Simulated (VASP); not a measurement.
# ZnSiP2 (I-42d) in VASP: notebook

The runs below take ZnSiP2 through single point, relaxation of shape and atoms at fixed volume, with r2SCAN.

Everything below comes from runs of VASP 6.6.1. Logs are shortened: lines on timing, memory, paths and dates and some standing lists are left out, and cuts for length are marked.

## Step 1: The cell of the first run

The structure is tetragonal, space group I-42d (No. 122). Conventional cell: a = 5.322 Å, b = 5.322 Å, c = 10.366 Å, α = 90.00°, β = 90.00°, γ = 90.00°. Zn (site symmetry -4) has 4 P at 2.33 Å within 3.1 Å. Within 3.0 Å of Si (site symmetry -4) lie 4 P at 2.24 Å. Within 3.0 Å of P (site symmetry 2) lie 2 Si at 2.24 Å and 2 Zn at 2.33 Å.

## Step 2: Single point, r2SCAN (18.35 Å³/atom)

Contents of POSCAR:

```
ZnSiP2
1.0
   -2.6609449048      2.6609449048      5.1829382459
    2.6609449048     -2.6609449048      5.1829382459
    2.6609449048      2.6609449048     -5.1829382459
Zn Si P
2 2 4
Direct
    0.0000000000      0.0000000000      0.0000000000
    0.7500000000      0.2500000000      0.5000000000
    0.5000000000      0.5000000000      0.0000000000
    0.2500000000      0.7500000000      0.5000000000
    0.3750000000      0.3907941901      0.5157941901
    0.8750000000      0.8592058099      0.4842058099
    0.6092058099      0.1250000000      0.9842058099
    0.1407941901      0.6250000000      0.0157941901
```

Contents of INCAR.step1:

```
SYSTEM = ZnSiP2
ALGO = Normal
EDIFF = 1E-5
ENCUT = 550
GGA = PE
GGA_COMPAT = .FALSE.
ISMEAR = 0
LASPH = .TRUE.
LCHARG = .FALSE.
LREAL = .FALSE.
LWAVE = .TRUE.
NBANDS = 36
NELM = 120
PREC = Accurate
SIGMA = 0.02
```

Contents of INCAR.step2:

```
SYSTEM = ZnSiP2
ALGO = Normal
EDIFF = 1E-6
ENCUT = 550
GGA_COMPAT = .FALSE.
ISIF = 2
ISMEAR = 0
ISTART = 1
LASPH = .TRUE.
LCHARG = .TRUE.
LELF = .TRUE.
LMIXTAU = .TRUE.
LREAL = .FALSE.
LVHAR = .TRUE.
LWAVE = .FALSE.
METAGGA = R2SCAN
NBANDS = 36
NELM = 120
PREC = Accurate
SIGMA = 0.02
```

Contents of KPOINTS:

```
k-points
0
G
  8 8 8
  0 0 0
```

Potentials or basis: VASP PAW PBE potentials, release 64 (Zn, Si, P).

The run is started by

```console
cat potpaw_PBE.64/Zn/POTCAR potpaw_PBE.64/Si/POTCAR potpaw_PBE.64/P/POTCAR > POTCAR
cp INCAR.step1 INCAR
mpirun -np 1 vasp_std > vasp.out
cp INCAR.step2 INCAR
mpirun -np 1 vasp_std > vasp.out
```

OUTCAR:

```text
SYSTEM = ZnSiP2
   EDIFF = 1E-6
   ENCUT = 550
   ISIF = 2
   ISMEAR = 0
   ISTART = 1
   LASPH = .TRUE.
   LREAL = .FALSE.
   METAGGA = R2SCAN
   NELM = 120
   PREC = Accurate

 ion  position               nearest neighbor table
   1  0.000  0.000  0.000-   7 2.33   8 2.33   5 2.33   6 2.33
   2  0.750  0.250  0.500-   5 2.33   6 2.33   8 2.33   7 2.33
   3  0.500  0.500  0.000-   6 2.24   5 2.24   7 2.24   8 2.24
   4  0.250  0.750  0.500-   7 2.24   6 2.24   5 2.24   8 2.24
   5  0.375  0.391  0.516-   3 2.24   4 2.24   2 2.33   1 2.33
   6  0.875  0.859  0.484-   3 2.24   4 2.24   2 2.33   1 2.33
   7  0.609  0.125  0.984-   4 2.24   3 2.24   1 2.33   2 2.33
   8  0.141  0.625  0.016-   3 2.24   4 2.24   1 2.33   2 2.33

  LATTYP: Found a body centered tetragonal cell.
 ALAT       =     5.3218898096
 C/A-ratio  =     1.9477811196

  Lattice vectors:

 A1 = (  -2.6609449048,   2.6609449048,   5.1829382459)
 A2 = (   2.6609449048,  -2.6609449048,   5.1829382459)
 A3 = (   2.6609449048,   2.6609449048,  -5.1829382459)

Analysis of symmetry for initial positions (statically):
=====================================================================
 Subroutine PRICEL returns:
 Original cell was already a primitive cell.

 Routine SETGRP: Setting up the symmetry group for a
 body centered tetragonal supercell.

 Subroutine GETGRP returns: Found  8 space group operations
 (whereof  4 operations were pure point group operations)
 out of a pool of 16 trial point group operations.

The static configuration has the point symmetry S_4 .
 The point group associated with its full space group is D_2d.

Analysis of symmetry for dynamics (positions and initial velocities):
=====================================================================
 Subroutine PRICEL returns:
 Original cell was already a primitive cell.

 Routine SETGRP: Setting up the symmetry group for a
 body centered tetragonal supercell.

 Subroutine GETGRP returns: Found  8 space group operations
 (whereof  4 operations were pure point group operations)
 out of a pool of 16 trial point group operations.

The dynamic configuration has the point symmetry S_4 .
 The point group associated with its full space group is D_2d.

 Subroutine INISYM returns: Found  8 space group operations
 (whereof  4 operations are pure point group operations),
 and found     1 'primitive' translations

----------------------------------------------------------------------------------------

                                     Primitive cell

  volume of cell :     146.7938

  direct lattice vectors                    reciprocal lattice vectors
    -2.660944905  2.660944905  5.182938246     0.000000000  0.187903176  0.096470376
     2.660944905 -2.660944905  5.182938246     0.187903176  0.000000000  0.096470376
     2.660944905  2.660944905 -5.182938246     0.187903176  0.187903176  0.000000000

  length of vectors
     6.405006201  6.405006201  6.405006201     0.211220589  0.211220589  0.265735221

  position of ions in fractional coordinates (direct lattice)
     0.000000000  0.000000000  0.000000000
     0.750000000  0.250000000  0.500000000
     0.500000000  0.500000000  0.000000000
     0.250000000  0.750000000  0.500000000
     0.375000000  0.390794190  0.515794190
     0.875000000  0.859205810  0.484205810
     0.609205810  0.125000000  0.984205810
     0.140794190  0.625000000  0.015794190

  ion indices of the primitive-cell ions
   primitive index   ion index
                 1           1
                 2           2
                 3           3
                 4           4
                 5           5
                 6           6
                 7           7
                 8           8

----------------------------------------------------------------------------------------

 KPOINTS: k-points

Automatic generation of k-mesh.
 Grid dimensions read from file:
 generate k-points for:    8    8    8

 Generating k-lattice:

  Cartesian coordinates                     Fractional coordinates (reciprocal lattice)
     0.000000000  0.023487897  0.012058797     0.125000000  0.000000000  0.000000000
     0.023487897  0.000000000  0.012058797     0.000000000  0.125000000  0.000000000
     0.023487897  0.023487897  0.000000000     0.000000000  0.000000000  0.125000000

  Length of vectors
     0.026402574  0.026402574  0.033216903

  Shift w.r.t. Gamma in fractional coordinates (k-lattice)
     0.000000000  0.000000000  0.000000000

 Subroutine IBZKPT returns following result:
 ===========================================

 Found     59 irreducible k-points:

 Following reciprocal coordinates:
            Coordinates               Weight
  0.000000  0.000000  0.000000      1.000000
  0.125000  0.000000  0.000000      8.000000
  0.250000  0.000000  0.000000      8.000000
  0.375000  0.000000 -0.000000      8.000000
  0.500000  0.000000  0.000000      4.000000
  0.125000  0.125000  0.000000      8.000000
[... 59 lines left out ...]
  ext. energy  EPLUGINS =         0.00000000
  ---------------------------------------------------
  free energy    TOTEN  =       -74.46441866 eV

  energy without entropy =      -74.46441866  energy(sigma->0) =      -74.46441866

 E-fermi :   4.8716     XC(G=0): -10.5034

 val. band max:        4.7833088247   @ k =   0.0000   0.0000   0.0000
 cond. band min:       6.2810052527   @ k =   0.0000   0.0000   0.0000
 fundamental gap:      1.4976964280
 Fermi energy:         4.8715774503

 k-point     1 :       0.0000    0.0000    0.0000
  band No.  band energies     occupation
      1      -9.0728      2.00000
      2      -5.8978      2.00000
      3      -5.8902      2.00000
      4      -5.8902      2.00000
      5      -4.2616      2.00000
      6      -2.3330      2.00000
[... 28 lines left out ...]
     35      10.6288      0.00000
     36      11.0259      0.00000

 k-point     2 :       0.1250    0.0000    0.0000
  band No.  band energies     occupation
      1      -8.9960      2.00000
      2      -6.0924      2.00000
      3      -5.9589      2.00000
      4      -5.9208      2.00000
      5      -4.0772      2.00000
      6      -2.3643      2.00000
[... 28 lines left out ...]
     35      10.4522      0.00000
     36      11.0168      0.00000

 k-point     3 :       0.2500    0.0000    0.0000
  band No.  band energies     occupation
      1      -8.7744      2.00000
      2      -6.5421      2.00000
      3      -6.0907      2.00000
      4      -6.0072      2.00000
      5      -3.7188      2.00000
      6      -2.5402      2.00000
[... 28 lines left out ...]
     35      10.4642      0.00000
     36      11.2132      0.00000

 k-point     4 :       0.3750    0.0000   -0.0000
  band No.  band energies     occupation
      1      -8.4493      2.00000
      2      -7.0556      2.00000
      3      -6.2100      2.00000
      4      -6.0868      2.00000
      5      -3.4353      2.00000
      6      -2.6594      2.00000
[... 28 lines left out ...]
     35      10.6236      0.00000
     36      11.0227      0.00000

 k-point     5 :       0.5000    0.0000    0.0000
  band No.  band energies     occupation
      1      -8.2234      2.00000
      2      -7.3535      2.00000
      3      -6.2563      2.00000
      4      -6.1177      2.00000
      5      -3.3337      2.00000
      6      -2.7003      2.00000
[... 655 lines left out ...]
 k-point    22 :       0.1250    0.1250    0.1250
  band No.  band energies     occupation
      1      -8.5549      2.00000
      2      -6.7072      2.00000
      3      -6.3074      2.00000
      4      -6.0515      2.00000
      5      -3.5204      2.00000
      6      -2.6085      2.00000
[... 28 lines left out ...]
     35      10.7058      0.00000
     36      11.2418      0.00000

 k-point    23 :       0.2500    0.1250    0.1250
  band No.  band energies     occupation
      1      -8.2480      2.00000
      2      -7.0636      2.00000
      3      -6.4146      2.00000
      4      -6.1535      2.00000
      5      -3.2776      2.00000
      6      -2.6911      2.00000
[... 28 lines left out ...]
     35      10.8251      0.00000
     36      11.0909      0.00000

 k-point    24 :       0.3750    0.1250    0.1250
  band No.  band energies     occupation
      1      -8.0340      2.00000
      2      -7.3069      2.00000
      3      -6.4440      2.00000
      4      -6.2014      2.00000
      5      -3.1788      2.00000
      6      -2.7274      2.00000
[... 28 lines left out ...]
     35      10.3919      0.00000
     36      10.9281      0.00000

 [... further k-points ...]

------------------------ aborting loop because EDIFF is reached ----------------------------------------

  FORCE on cell =-STRESS in cart. coord.  units (eV):
  Direction    XX          YY          ZZ          XY          YZ          ZX
  --------------------------------------------------------------------------------------
  -------------------------------------------------------------------------------------
  Total        2.5559786      2.5559786      2.5728244      0.0000000      0.0000000      0.0000000
  in kB       27.8971610     27.8971610     28.0810238      0.0000000      0.0000000      0.0000000
  external PRESSURE =      27.9584486 kB  Pullay stress =       0.0000000 kB

 VOLUME and BASIS-vectors are now :
 -----------------------------------------------------------------------------
  energy-cutoff  :      550.00
  volume of cell :      146.79
      direct lattice vectors                 reciprocal lattice vectors
    -2.660944905  2.660944905  5.182938246     0.000000000  0.187903176  0.096470376
     2.660944905 -2.660944905  5.182938246     0.187903176  0.000000000  0.096470376
     2.660944905  2.660944905 -5.182938246     0.187903176  0.187903176  0.000000000

 POSITION                                       TOTAL-FORCE (eV/Angst)
 -----------------------------------------------------------------------------------
      0.00000      0.00000      0.00000         0.000000     -0.000000     -0.000000
      0.00000      2.66094      2.59147        -0.000000     -0.000000      0.000000
      0.00000      0.00000      5.18294         0.000000     -0.000000     -0.000000
      2.66094      0.00000      2.59147         0.000000     -0.000000      0.000000
      1.41453      1.33047      1.29573         0.042356     -0.000000      0.000000
      1.24642      1.33047      6.47867        -0.042356     -0.000000     -0.000000
      1.33047      3.90736     -1.29573        -0.000000     -0.042356     -0.000000
      1.33047     -1.24642      3.88720         0.000000      0.042356      0.000000
 -----------------------------------------------------------------------------------
    total drift:                                0.000001      0.000001      0.000002

  FREE ENERGIE OF THE ION-ELECTRON SYSTEM (eV)
  ---------------------------------------------------
  free  energy   TOTEN  =       -74.4644186599 eV

  energy  without entropy=      -74.4644186599  energy(sigma->0) =      -74.46441866
```

It took 16 min on 1 thread of Intel Xeon 6975P-C (Granite Rapids), shared host; peak memory 0.54 GiB.

What came out:

```
Free energy            : -74.4644 eV
Pressure               : 2.8 GPa
Largest force          : 0.042 eV/Å
Band gap on the k mesh : 1.50 eV
```

Forces on the atoms (eV/Å):
```
Zn   0.000  0.000  0.000
Zn   0.000  0.000  0.000
Si   0.000  0.000  0.000
Si   0.000  0.000  0.000
P    0.042  0.000  0.000
P   -0.042  0.000  0.000
P    0.000 -0.042  0.000
P    0.000  0.042  0.000
```

Caveat: the PAW data sets were made with another functional, which shifts forces and pressure a little. A k mesh can miss the band edges.

## Step 3: Relaxation of shape and atoms at fixed volume, r2SCAN (20.81 Å³/atom)

This run uses another cell than the first one, of 20.81 Å³/atom.

Contents of POSCAR:

```
ZnSiP2
1.0
   -2.7767378964      2.7767378964      5.3975785999
    2.7767378964     -2.7767378964      5.3975785999
    2.7767378964      2.7767378964     -5.3975785999
Zn Si P
2 2 4
Direct
    0.0000000000      0.0000000000      0.0000000000
    0.7500000000      0.2500000000      0.5000000000
    0.5000000000      0.5000000000      0.0000000000
    0.2500000000      0.7500000000      0.5000000000
    0.3750000000      0.3938837669      0.5188837669
    0.8750000000      0.8561162331      0.4811162331
    0.6061162331      0.1250000000      0.9811162331
    0.1438837669      0.6250000000      0.0188837669
```

Contents of INCAR.step1:

```
  PREC = Accurate
  ENCUT = 550
  ISMEAR = 0
  SIGMA = 0.02
  LREAL = False
  LASPH = True
  NELM = 120
  GGA = PE
  ALGO = Normal
  EDIFF = 1E-5
  LWAVE = True
  LCHARG = False
  GGA_COMPAT = False
  IBRION = 2
  ISIF = 3
  EDIFFG = -0.005
  NELMIN = 4
  NSW = 100
  KPAR = 4
```

Contents of INCAR.step2:

```
  PREC = Accurate
  ENCUT = 550
  EDIFF = 1E-7
  ISMEAR = 0
  SIGMA = 0.02
  LREAL = False
  LASPH = True
  NELM = 120
  ALGO = Normal
  ISIF = 4
  LWAVE = False
  LCHARG = False
  METAGGA = R2SCAN
  LMIXTAU = True
  IBRION = 2
  NSW = 50
  EDIFFG = -0.01
  ISTART = 1
  GGA_COMPAT = False
  NELMIN = 4
  KPAR = 4
```

Contents of KPOINTS:

```
regular mesh
0
Gamma
  8 8 8
```

Potentials or basis: VASP PAW PBE potentials, release 64 (Zn, Si, P).

The run is started by

```console
cat potpaw_PBE.64/Zn/POTCAR potpaw_PBE.64/Si/POTCAR potpaw_PBE.64/P/POTCAR > POTCAR
cp INCAR.step1 INCAR
mpirun -np 4 vasp_std > vasp.out
cp INCAR.step2 INCAR
mpirun -np 4 vasp_std > vasp.out
```

It took 17 min on 4 MPI ranks of Intel Xeon 6975P-C (Granite Rapids), shared host; peak memory 0.67 GiB.

The run converged. Its results:

```
Free energy               : -74.1099 eV
Energy gained by relaxing : 0.2 meV/atom
Ionic steps               : 3
Pressure after relaxing   : -7.4 GPa
Band gap on the k mesh    : 1.78 eV
```

Stress tensor (GPa, compression positive):
```
-7.36  0.00  0.00
 0.00 -7.36  0.00
 0.00  0.00 -7.47
```

Step by step:
| step | energy change (eV) | largest force (eV/Å) | pressure (GPa) | volume (Å³) |
| --- | --- | --- | --- | --- |
| 1 | 0.0000 | 0.1072 | -7.48 | 166.47 |
| 2 | -0.0015 | 0.0544 | -7.44 | 166.47 |
| 3 | -0.0020 | 0.0004 | -7.40 | 166.47 |

Final structure:
```yaml
crystal:
  lattice:
    - [-2.77660, 2.77660, 5.39812]
    - [2.77660, -2.77660, 5.39812]
    - [2.77660, 2.77660, -5.39812]
  atoms:
    - { symbol: Zn, position: [0.00000, 0.00000, 0.00000] }
    - { symbol: Zn, position: [0.75000, 0.25000, 0.50000] }
    - { symbol: Si, position: [0.50000, 0.50000, 0.00000] }
    - { symbol: Si, position: [0.25000, 0.75000, 0.50000] }
    - { symbol: P, position: [0.37500, 0.39577, 0.52077] }
    - { symbol: P, position: [0.87500, 0.85423, 0.47923] }
    - { symbol: P, position: [0.60423, 0.12500, 0.97923] }
    - { symbol: P, position: [0.14577, 0.62500, 0.02077] }
```

Levels at points of the mesh, in eV from the valence-band top:
```csv
k point,band 23,band 24,band 25,band 26,band 27,band 28,band 29,band 30
"(0.00, 0.00, 0.00)",-2.09,-0.12,-0.12,0.00,1.78,2.28,2.35,3.55
"(0.50, 0.00, 0.00)",-2.02,-1.58,-1.28,-0.65,2.96,3.06,3.17,4.45
"(0.50, 0.50, 0.00)",-0.95,-0.95,-0.49,-0.49,2.07,2.07,3.40,3.40
"(0.50, 0.50, 0.50)",-1.77,-1.77,-0.95,-0.95,1.96,1.96,2.10,2.10
```

Caveat: the PAW data sets were made with another functional, which shifts forces and pressure a little. A k mesh can miss the band edges.

## Step 4: Relaxation of shape and atoms at fixed volume, r2SCAN (18.35 Å³/atom)

Contents of POSCAR:

```
ZnSiP2
1.0
   -2.6614555078      2.6614555078      5.1809497327
    2.6614555078     -2.6614555078      5.1809497327
    2.6614555078      2.6614555078     -5.1809497327
Zn Si P
2 2 4
Direct
    0.0000000000      0.0000000000      0.0000000000
    0.7500000000      0.2500000000      0.5000000000
    0.5000000000      0.5000000000      0.0000000000
    0.2500000000      0.7500000000      0.5000000000
    0.3750000000      0.3918353839      0.5168353839
    0.8750000000      0.8581646161      0.4831646161
    0.6081646161      0.1250000000      0.9831646161
    0.1418353839      0.6250000000      0.0168353839
```

Contents of INCAR.step1:

```
  PREC = Accurate
  ENCUT = 550
  ISMEAR = 0
  SIGMA = 0.02
  LREAL = F
  LASPH = T
  NELM = 120
  GGA = PE
  ALGO = Normal
  EDIFF = 1E-5
  LWAVE = T
  LCHARG = F
  GGA_COMPAT = F
  IBRION = 2
  ISIF = 3
  EDIFFG = -0.005
  NELMIN = 4
  NSW = 100
  KPAR = 4
```

Contents of INCAR.step2:

```
  PREC = Accurate
  ENCUT = 550
  EDIFF = 1E-7
  ISMEAR = 0
  SIGMA = 0.02
  LREAL = F
  LASPH = T
  NELM = 120
  ALGO = Normal
  ISIF = 4
  LWAVE = F
  LCHARG = F
  METAGGA = R2SCAN
  LMIXTAU = T
  IBRION = 2
  NSW = 50
  EDIFFG = -0.01
  ISTART = 1
  GGA_COMPAT = F
  NELMIN = 4
  KPAR = 4
```

KPOINTS is that of step 3.

The run is started by

```console
cat potpaw_PBE.64/Zn/POTCAR potpaw_PBE.64/Si/POTCAR potpaw_PBE.64/P/POTCAR > POTCAR
cp INCAR.step1 INCAR
mpirun -np 4 vasp_std > vasp.out
cp INCAR.step2 INCAR
mpirun -np 4 vasp_std > vasp.out
```

Run time: 15 min. Hardware: 4 MPI ranks of AMD EPYC 9R45 (Zen 5), shared host; peak memory 0.55 GiB.

Results (log left out):

- Free energy: -74.4646 eV
- Energy gained by relaxing: 0.0 meV/atom
- Ionic steps: 3
- Pressure after relaxing: 2.8 GPa
- Largest force after relaxing: 0.007 eV/Å
- Band gap on the k mesh: 1.50 eV

Forces on the atoms (eV/Å):
```
Zn   0.000  0.000  0.000
Zn   0.000  0.000  0.000
Si   0.000  0.000  0.000
Si   0.000  0.000  0.000
P   -0.007  0.000  0.000
P    0.007  0.000  0.000
P    0.000  0.007  0.000
P    0.000 -0.007  0.000
```

Step by step:
```tsv
step	energy change (eV)	largest force (eV/Å)	pressure (GPa)	volume (Å³)
1	0.0000	0.0341	2.85	146.79
2	-0.0002	0.0110	2.84	146.79
3	-0.0002	0.0068	2.83	146.79
```

Final structure:
```cif
data_structure
_symmetry_space_group_name_H-M 'P 1'
_symmetry_Int_Tables_number 1
_cell_length_a 6.4039
_cell_length_b 6.4039
_cell_length_c 6.4039
_cell_angle_alpha 130.887
_cell_angle_beta 130.887
_cell_angle_gamma 71.993
_cell_volume 146.79
loop_
_atom_site_label
_atom_site_type_symbol
_atom_site_fract_x
_atom_site_fract_y
_atom_site_fract_z
_atom_site_occupancy
Zn1 Zn 0.00000 0.00000 0.00000 1
Zn2 Zn 0.75000 0.25000 0.50000 1
Si1 Si 0.50000 0.50000 0.00000 1
Si2 Si 0.25000 0.75000 0.50000 1
P1 P 0.37500 0.39147 0.51647 1
P2 P 0.87500 0.85853 0.48353 1
P3 P 0.60853 0.12500 0.98353 1
P4 P 0.14147 0.62500 0.01647 1
```

Levels at points of the mesh, in eV from the valence-band top:
| k point | band 24 | band 25 | band 26 | band 27 | band 28 | band 29 |
| --- | --- | --- | --- | --- | --- | --- |
| (0.00, 0.00, 0.00) | -0.13 | -0.13 | 0.00 | 1.50 | 2.16 | 3.47 |
| (0.50, 0.00, 0.00) | -1.88 | -1.56 | -0.85 | 3.08 | 3.20 | 3.40 |
| (0.50, 0.50, 0.00) | -1.11 | -0.60 | -0.60 | 2.48 | 2.48 | 3.54 |
| (0.50, 0.50, 0.50) | -2.01 | -1.23 | -1.23 | 1.73 | 1.73 | 1.97 |

Caveat: the PAW data sets were made with another functional, which shifts forces and pressure a little.

## Step 5: The runs side by side

| task | cell | gap on the mesh (eV) | pressure (GPa) | largest force (eV/Å) |
| --- | --- | --- | --- | --- |
| single point | a = 6.405 Å, angles 130.9, 130.9, 72.0°, 8 atoms, atomic positions A | 1.50 | 2.8 | 0.04 |
| relaxation of shape and atoms at fixed volume | relaxed from a = 6.675 Å, angles 130.8, 130.8, 72.1°, 8 atoms, atomic positions B | 1.78 | -7.4 | - |
| relaxation of shape and atoms at fixed volume | relaxed from a = 6.404 Å, angles 130.9, 130.9, 72.0°, 8 atoms, atomic positions C | 1.50 | 2.8 | 0.01 |

Alike in all rows: level r2SCAN; potentials or basis VASP PAW PBE potentials, release 64 (Zn, Si, P); no spin polarisation; k mesh 8 × 8 × 8; cutoff (eV) 550; smearing gaussian 0.02 eV.

Caveats: the PAW data sets were made with another functional, which shifts forces and pressure a little.

Absolute energies hang on the potentials; compare differences alone.
